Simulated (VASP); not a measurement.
# Co (P6_3/mmc) in VASP: further runs

The runs below take Co through single point, with PBE.

Everything below comes from runs of VASP 6.6.1. Logs are shortened: lines on timing, memory, paths and dates and some standing lists are left out, and cuts for length are marked.

### 1 The cell of the first run

Symmetry: P6_3/mmc, No. 194, hexagonal system. Conventional cell: a = 2.494 Å, b = 2.494 Å, c = 4.030 Å, α = 90.00°, β = 90.00°, γ = 120.00°. Co (site symmetry -6m2) has 12 Co at 2.48 to 2.49 Å within 3.3 Å.

### 2 Single point, PBE, collinear spin, ferromagnetic start

The input, INCAR:

```
PREC = Accurate
ENCUT = 520
EDIFF = 1E-6
ISMEAR = 0
SIGMA = 0.05
LREAL = F
LASPH = T
NELM = 150
ALGO = Normal
ISIF = 2
LWAVE = F
LCHARG = F
ISPIN = 2
MAGMOM = 1.5 1.5 1.5 1.5
LORBIT = 11
LMAXMIX = 4
GGA = PE
NBANDS = 30
```

The input, KPOINTS:

```
Automatic mesh
0
Gamma
  16 16 4
```

The input, POSCAR:

```
Co
1.0
    2.4937131673      0.0000000000      0.0000000000
   -1.2468565837      2.1596189527      0.0000000000
    0.0000000000      0.0000000000      8.0601803677
Co
4
Direct
    0.3333333333      0.6666666667      0.1250000000
    0.6666666667      0.3333333333      0.3750000000
    0.3333333333      0.6666666667      0.6250000000
    0.6666666667      0.3333333333      0.8750000000
```

Potentials or basis: VASP PAW PBE potentials, release 64 (Co).

Launch:

```sh
cat potpaw_PBE.64/Co/POTCAR > POTCAR
mpirun -np 1 vasp_std > vasp.out
```

OUTCAR:

```text
PREC = Accurate
   ENCUT = 520
   EDIFF = 1E-6
   ISMEAR = 0
   LREAL = F
   LASPH = T
   NELM = 150
   ISIF = 2
   ISPIN = 2
   LORBIT = 11
   GGA = PE

 ion  position               nearest neighbor table
   1  0.333  0.667  0.125-   2 2.48   4 2.48   2 2.48   4 2.48   2 2.48   4 2.48
   2  0.667  0.333  0.375-   1 2.48   3 2.48   1 2.48   3 2.48   1 2.48   3 2.48
   3  0.333  0.667  0.625-   2 2.48   4 2.48   2 2.48   4 2.48   2 2.48   4 2.48
   4  0.667  0.333  0.875-   1 2.48   3 2.48   1 2.48   3 2.48   1 2.48   3 2.48

  LATTYP: Found a hexagonal cell.
 ALAT       =     2.4937131673
 C/A-ratio  =     3.2322002680

  Lattice vectors:

 A1 = (   2.4937131673,   0.0000000000,   0.0000000000)
 A2 = (  -1.2468565837,   2.1596189527,   0.0000000000)
 A3 = (   0.0000000000,   0.0000000000,   8.0601803677)

Analysis of symmetry for initial positions (statically):
=====================================================================
 Subroutine PRICEL returns following result:

  LATTYP: Found a hexagonal cell.
 ALAT       =     2.4937131673
 C/A-ratio  =     1.6161001340
[... 12 lines left out ...]
 Subroutine GETGRP returns: Found 24 space group operations
 (whereof 12 operations were pure point group operations)
 out of a pool of 24 trial point group operations.

The static configuration has the point symmetry D_3d.
 The point group associated with its full space group is D_6h.

Analysis of symmetry for dynamics (positions and initial velocities):
=====================================================================
 Subroutine PRICEL returns following result:

  LATTYP: Found a hexagonal cell.
 ALAT       =     2.4937131673
 C/A-ratio  =     1.6161001340
[... 12 lines left out ...]
 Subroutine GETGRP returns: Found 24 space group operations
 (whereof 12 operations were pure point group operations)
 out of a pool of 24 trial point group operations.

The dynamic configuration has the point symmetry D_3d.
 The point group associated with its full space group is D_6h.

Analysis of structural, dynamic, and magnetic symmetry:
=====================================================================
 Subroutine PRICEL returns following result:

  LATTYP: Found a hexagonal cell.
 ALAT       =     2.4937131673
 C/A-ratio  =     1.6161001340
[... 12 lines left out ...]
 Subroutine GETGRP returns: Found 24 space group operations
 (whereof 12 operations were pure point group operations)
 out of a pool of 24 trial point group operations.

The overall configuration has the point symmetry D_3d.
 The point group associated with its full space group is D_6h.

 Subroutine INISYM returns: Found 24 space group operations
 (whereof 12 operations are pure point group operations),
 and found     2 'primitive' translations

----------------------------------------------------------------------------------------

                                     Primitive cell

  volume of cell :      21.7039

  direct lattice vectors                    reciprocal lattice vectors
     2.493713167  0.000000000  0.000000000     0.401008429  0.231522325  0.000000000
    -1.246856584  2.159618953  0.000000000     0.000000000  0.463044649  0.000000000
     0.000000000  0.000000000  4.030090184     0.000000000  0.000000000  0.248133405

  length of vectors
     2.493713167  2.493713167  4.030090184     0.463044649  0.463044649  0.248133405

  position of ions in fractional coordinates (direct lattice)
     0.333333333  0.666666667  0.250000000
     0.666666667  0.333333333  0.750000000

  ion indices of the primitive-cell ions
   primitive index   ion index
                 1           1
                 2           2

----------------------------------------------------------------------------------------

 KPOINTS: Automatic mesh

Automatic generation of k-mesh.
 Grid dimensions read from file:
 generate k-points for:   16   16    4

 Generating k-lattice:

  Cartesian coordinates                     Fractional coordinates (reciprocal lattice)
     0.025063027  0.014470145  0.000000000     0.062500000 -0.000000000  0.000000000
     0.000000000  0.028940291  0.000000000     0.000000000  0.062500000  0.000000000
     0.000000000  0.000000000  0.031016676     0.000000000  0.000000000  0.250000000

  Length of vectors
     0.028940291  0.028940291  0.031016676

  Shift w.r.t. Gamma in fractional coordinates (k-lattice)
     0.000000000  0.000000000  0.000000000

 Subroutine IBZKPT returns following result:
 ===========================================

 Found     90 irreducible k-points:

 Following reciprocal coordinates:
            Coordinates               Weight
  0.000000  0.000000  0.000000      1.000000
  0.062500 -0.000000  0.000000      6.000000
  0.125000 -0.000000  0.000000      6.000000
  0.187500  0.000000  0.000000      6.000000
  0.250000 -0.000000  0.000000      6.000000
  0.312500 -0.000000  0.000000      6.000000
[... 16 lines left out ...]
  0.187500  0.187500  0.000000      6.000000
  0.250000  0.187500  0.000000     12.000000
 [... further k-points ...]
   k-points           NKPTS =     90   k-points in BZ     NKDIM =     90   number of bands    NBANDS=     30
   number of dos      NEDOS =    301   number of ions     NIONS =      4
   total plane-waves  NPLWV =  24000
   dimension x,y,z NGX =    20 NGY =   20 NGZ =   60
   dimension x,y,z NGXF=    40 NGYF=   40 NGZF=  120
   ions per type =               4
   NGX,Y,Z   is equivalent  to a cutoff of  13.33, 13.33, 12.38 a.u.
   NGXF,Y,Z  is equivalent  to a cutoff of  26.67, 26.67, 24.75 a.u.
 SYSTEM =  unknown system
   PREC   = accura    normal or accurate (medium, high low for compatibility)
   ISTART =      0    job   : 0-new  1-cont  2-samecut
   ICHARG =      2    charge: 1-file 2-atom 10-const
   ISPIN  =      2    spin polarized calculation?
   LNONCOLLINEAR =      F non collinear calculations
   LSORBIT =      F    spin-orbit coupling
   LASPH  =      T    aspherical Exc in radial PAW
   ENCUT  =  520.0 eV  38.22 Ry    6.18 a.u.   4.64  4.64 14.99*2*pi/ulx,y,z
   NELM   =    150;   NELMIN=  2; NELMDL= -5     # of ELM steps
   EDIFF  = 0.1E-05   stopping-criterion for ELM
   LREAL  =      F    real-space projection
   EDIFFG = 0.1E-04   stopping-criterion for IOM
   NSW    =      0    number of steps for IOM
   IBRION =     -1    ionic relax: 0-MD 1-quasi-New 2-CG
   NFREE  =      0    steps in history (QN), initial steepest desc. (CG)
   ISIF   =      2    stress and relaxation
   ISYM   =      2    0-nonsym 1-usesym 2-fastsym
   POTIM  = 0.5000    time-step for ionic-motion
   TEBEG  =    0.0;   TEEND  =   0.0 temperature during run
   PSTRESS=    0.0 pullay stress
   NELECT =      36.0000    total number of electrons
   NUPDOWN=      -1.0000    fix difference up-down
   EMIN   =  10.00;   EMAX   =-10.00  energy-range for DOS
   EFERMI =   0.00;   METHOD = LEGACY
   ISMEAR =     0;   SIGMA  =   0.05  broadening in eV -4-tet -1-fermi 0-gaus
   EFERMI_NEDOS =   21; number of points for ismear=-14 and -15
   IALGO  =     38    algorithm
   IMIX   =      4    mixing-type and parameters
     AMIX     =   0.40;   BMIX     =  1.00
     AMIX_MAG =   1.60;   BMIX_MAG =  1.00
  volume/ion in A,a.u.               =      10.85        73.23
  Fermi-wavevector in a.u.,A,eV,Ry     =   1.538106  2.906598 32.188246  2.365769
  Thomas-Fermi vector in A             =   2.644521
   LORBIT       =     11    0 simple, 1 ext, 2 COOP (PROOUT), +10 PAW based schemes
   GGA     = PE    functional components
   LHFCALC =     F    Hartree Fock is set to
   AEXX    =    0.0000 exact exchange contribution
   IVDW    =     0    specifies the selected vdW correction
   LEPSILON=     F    determine dielectric tensor
   LRPA    =     F    only Hartree local field effects (RPA)
 spin polarized calculation
 Gauss-broadening in eV      SIGMA  =   0.05
  energy-cutoff  :      520.00
  volume of cell :       43.41
 maximum number of plane-waves:      1194
 NGX is ok and might be reduce to    20
   NGX =  9   NGY =  9   NGZ = 29

 number of electron      35.9999993 magnetization       6.2985524

 Free energy of the ion-electron system (eV)
  ---------------------------------------------------
  ext. energy  EPLUGINS =         0.00000000
  ---------------------------------------------------
  free energy    TOTEN  =       -28.14555734 eV

  energy without entropy =      -28.14223627  energy(sigma->0) =      -28.14389681

 E-fermi :  10.2652     XC(G=0): -13.4020

 val. band max:       10.2640138787   @ k =   0.1875   0.1875   0.0000
 cond. band min:      10.2655303520   @ k =   0.1250   0.1250   0.2500
 fundamental gap:      0.0015164733
 Fermi energy:        10.2651626968

 spin component 1

 k-point     1 :       0.0000    0.0000    0.0000
  band No.  band energies     occupation
      1       1.3536      1.00000
      2       3.5977      1.00000
      3       3.5977      1.00000
      4       5.1401      1.00000
      5       7.3593      1.00000
      6       7.3593      1.00000
[... 781 lines left out ...]
     29      21.7079      0.00000
     30      23.6604      0.00000

 [... further k-points ...]

 spin component 2

 k-point     1 :       0.0000    0.0000    0.0000
  band No.  band energies     occupation
      1       1.3338      1.00000
      2       3.6510      1.00000
      3       3.6510      1.00000
      4       6.0583      1.00000
      5       8.7160      1.00000
      6       8.7160      1.00000
[... 781 lines left out ...]
     29      22.2164      0.00000
     30      24.0931      0.00000

 [... further k-points ...]

------------------------ aborting loop because EDIFF is reached ----------------------------------------

  FORCE on cell =-STRESS in cart. coord.  units (eV):
  Direction    XX          YY          ZZ          XY          YZ          ZX
  --------------------------------------------------------------------------------------
  -------------------------------------------------------------------------------------
  Total       -0.3288891     -0.3288891     -0.2604230      0.0000000      0.0000000      0.0000000
  in kB      -12.1392455    -12.1392455     -9.6121715      0.0000000      0.0000000      0.0000000
  external PRESSURE =     -11.2968875 kB  Pullay stress =       0.0000000 kB

 VOLUME and BASIS-vectors are now :
 -----------------------------------------------------------------------------
  energy-cutoff  :      520.00
  volume of cell :       43.41
      direct lattice vectors                 reciprocal lattice vectors
     2.493713167  0.000000000  0.000000000     0.401008429  0.231522325  0.000000000
    -1.246856584  2.159618953  0.000000000     0.000000000  0.463044649  0.000000000
     0.000000000  0.000000000  8.060180368     0.000000000  0.000000000  0.124066703

 POSITION                                       TOTAL-FORCE (eV/Angst)
 -----------------------------------------------------------------------------------
     -0.00000      1.43975      1.00752        -0.000000      0.000000      0.000000
      1.24686      0.71987      3.02257         0.000000     -0.000000      0.000000
     -0.00000      1.43975      5.03761         0.000000      0.000000      0.000000
      1.24686      0.71987      7.05266        -0.000000     -0.000000      0.000000
 -----------------------------------------------------------------------------------
    total drift:                                0.000000     -0.000000     -0.000000

  FREE ENERGIE OF THE ION-ELECTRON SYSTEM (eV)
  ---------------------------------------------------
  free  energy   TOTEN  =       -28.1455573409 eV

  energy  without entropy=      -28.1422362734  energy(sigma->0) =      -28.14389681

 total charge

# of ion       s       p       d       tot
------------------------------------------
    1        0.487   0.519   7.266   8.273
    2        0.487   0.519   7.266   8.273
    3        0.487   0.519   7.266   8.273
    4        0.487   0.519   7.266   8.273
--------------------------------------------------
tot          1.950   2.078  29.065  33.092

 magnetization (x)

# of ion       s       p       d       tot
------------------------------------------
    1       -0.016  -0.057   1.669   1.596
    2       -0.016  -0.057   1.669   1.596
    3       -0.016  -0.057   1.669   1.596
    4       -0.016  -0.057   1.669   1.596
--------------------------------------------------
tot         -0.064  -0.227   6.677   6.386
```

It took 2.5 min on 1 thread of AMD EPYC 9R45 (Zen 5), shared host; peak memory 0.25 GiB.

What came out:

```
Free energy                                           : -28.1456 eV
Pressure                                              : -1.1 GPa
Net moment                                            : 6.30 μB per cell
Site moments                                          : Co +1.60 μB
Valence electrons inside the program's atomic spheres : Co 8.27
```

Stress tensor (GPa, compression positive):
```
-1.21  0.00  0.00
 0.00 -1.21  0.00
 0.00  0.00 -0.96
```

Levels at points of the mesh, in eV from the Fermi level:
Spin up:
```
           k point  band 19  band 20  band 21  band 22  band 23  band 24
(0.00, 0.00, 0.00)    -1.14    -1.14    -1.14    -0.83    -0.83    -0.07
(0.50, 0.00, 0.00)    -0.60    -0.55     1.30     1.60     1.60     3.31
(0.00, 0.00, 0.50)    -1.61    -1.61    -0.88    -0.88    -0.88    -0.88
(0.50, 0.00, 0.50)    -0.56    -0.56     0.92     0.92     2.92     2.92
```
Spin down:
| k point | band 11 | band 12 | band 13 | band 14 | band 15 | band 16 | band 17 | band 18 |
| --- | --- | --- | --- | --- | --- | --- | --- | --- |
| (0.00, 0.00, 0.00) | -1.00 | -0.98 | -0.98 | -0.62 | -0.62 | -0.19 | -0.19 | -0.15 |
| (0.50, 0.00, 0.00) | -0.64 | -0.08 | -0.08 | 0.23 | 0.23 | 1.15 | 1.25 | 1.25 |
| (0.00, 0.00, 0.50) | -1.09 | -1.09 | -0.79 | -0.79 | -0.79 | -0.79 | 0.16 | 0.16 |
| (0.50, 0.00, 0.50) | -0.68 | -0.68 | 0.26 | 0.26 | 0.82 | 0.82 | 1.21 | 1.21 |

(Continued in part 2 of 2.)
